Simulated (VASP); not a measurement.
Write the native input for VASP 6.6.1 that does the following.

```
Task                   : single point
Functional             : PBE
Potentials or basis    : VASP PAW PBE potentials, release 64 (Ta_pv)
Cutoff                 : 520 eV
k mesh                 : 7 × 7 × 7
Occupations            : fermi-dirac, width 0.05 eV
Spin                   : no spin polarisation
Dipole correction      : no
Further INCAR settings : ALGO = Normal; EDIFF = 1e-07; NBANDS = 12
```

The structure of Ta lies in POSCAR:

```
Ta
1.0
   -1.5726610896      1.5726610896      1.5726610896
    1.5726610896     -1.5726610896      1.5726610896
    1.5726610896      1.5726610896     -1.5726610896
Ta
1
Direct
    0.0000000000      0.0000000000      0.0000000000
```

These files were run (other wordings do the same):

INCAR

```
ALGO = Normal ; EDIFF = 1E-7
ENCUT = 520 ; GGA = PE
ISIF = 2 ; ISMEAR = -1
LASPH = True ; LCHARG = True
LELF = True ; LREAL = False
LVHAR = True ; LWAVE = False
NBANDS = 12 ; NELM = 80
PREC = Accurate ; SIGMA = 0.05
```

KPOINTS

```
k-points
0
Gamma
  7 7 7
```

Potentials or basis: VASP PAW PBE potentials, release 64 (Ta_pv).

Run with:

```sh
$ cat potpaw_PBE.64/Ta_pv/POTCAR > POTCAR
$ mpirun -np 1 vasp_std > vasp.out
```

It gave:

| Item | Value |
| --- | --- |
| Pressure | 46.1 GPa |

Caveat: the k points lie up to 0.40 Å⁻¹ apart.

Wall time 3.5 s on 1 thread of Intel Xeon 6975P-C (shared host), peak memory 0.12 GiB.
